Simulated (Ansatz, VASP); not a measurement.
# Two plane-wave programs on Si2Ge

```
CELL_PARAMETERS angstrom
3.93002 0.00000 0.00000
-1.96501 3.40349 0.00000
0.00000 0.00000 9.61845
ATOMIC_POSITIONS crystal
Si 0.33333 0.66667 0.53985
Si 0.66667 0.33333 0.21420
Si 0.33333 0.66667 0.78580
Si 0.66667 0.33333 0.46015
Ge 0.00000 0.00000 0.87071
Ge 0.00000 0.00000 0.12929
```

Alike in both runs: task relaxation of cell and atoms; functional PBE; k mesh 12 × 12 × 4; no spin polarisation.

```csv
,VASP,Ansatz
version,VASP 6.6.1,Ansatz 0.2.0
potentials or method,"VASP PAW PBE potentials, release 64 (Si, Ge_d), cutoff 600 eV","scalar-relativistic, plane waves, PAW"
occupations,"gaussian, width 0.01 eV",fixed
valence electrons in the cell,44,44
```

|  | VASP | Ansatz | Ansatz less VASP |
| --- | --- | --- | --- |
| gap on the k mesh at the Fermi level, each at its own relaxed structure (eV) | 0.61 | 0.60 | -0.002 |
| relaxed volume (Å³/atom) | 21.42 | 21.44 | +0.020 |
| relaxed length of the cell vector where the two differ most in proportion (Å) | 3.929 | 3.930 | +0.0013 |
